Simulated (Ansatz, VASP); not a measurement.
## Two plane-wave programs on Bi

Contents of INCAR:

```
SYSTEM = Bi
  PREC = Accurate
  ENCUT = 600
  EDIFF = 1E-6
  ISMEAR = -1
  SIGMA = 0.025
  LREAL = .False.
  LASPH = .True.
  NELM = 60
  ALGO = Normal
  ISIF = 3
  LWAVE = .False.
  LCHARG = .False.
  IBRION = 2
  NSW = 60
  EDIFFG = -0.01
```

KPOINTS

```
regular mesh
0
Gamma
  7 7 7
  0 0 0
```

The input POSCAR:

```
Bi
1.0
   -1.9677310000      1.9756310000      1.9152550000
    2.0018910000     -2.0350780000      2.0088610000
    1.9605990000      2.0279450000     -1.9747020000
Bi
1
Direct
   -0.0131240000     -0.0075060000     -0.0117570000
```

The input input.yaml:

```yaml
crystal:
  lattice:
    - [-1.967731, 1.975631, 1.915255]
    - [2.001891, -2.035078, 2.008861]
    - [1.960599, 2.027945, -1.974702]
  atoms:
    - { symbol: Bi, position: [-0.013124, -0.007506, -0.011757] }
hamiltonian:
  xc: lda
  pseudopotentials: { kind: paw, level: accurate }
kpoints:
  mp_grid: { grid: [7, 7, 7] }
scf:
  occupations: { method: fermi_dirac, width: 0.025 }
output:
  forces: true
  stress: true
relax:
  f_tol: 0.01
  max_steps: 40
  cell: { stress_tol: 0.05 }
```

Change from the starting cell: cell strained at random at fixed volume.

Alike in both runs: task relaxation of cell and atoms; functional LDA; k mesh 7 × 7 × 7; occupations fermi-dirac, width 0.025 eV; no spin polarisation.

|  | VASP | Ansatz |
| --- | --- | --- |
| version | VASP 6.6.1 | Ansatz 0.2.0 |
| potentials or method | VASP PAW LDA potentials, release 64 (Bi_d) | Ansatz PAW earlier set |
| plane-wave cutoff (eV) | 600 | 600 |
| valence electrons in the cell | 15 | 23 |

Ansatz gave:

| Property | Result |
| --- | --- |
| relaxed volume (Å³/atom) | 29.94 |
| relaxed length of the cell vector where the two differ most in proportion (Å) | 3.411 |

Problem. Which values does VASP return?

Solution. Relaxed volume (Å³/atom): 29.94; relaxed length of the cell vector where the two differ most in proportion (Å): 3.365.

LDA's correlation is that of Perdew and Zunger in VASP and of Perdew and Wang (1992) in Ansatz. VASP's potentials hold 15 valence electrons a cell and Ansatz's 23, so a difference there can come from the potentials and not from the codes.

Spin-orbit coupling is off throughout. Noted on Ansatz's run: the plane-wave basis is chosen anew once the cell has moved, so the energies of steps on either side of that aren't comparable.
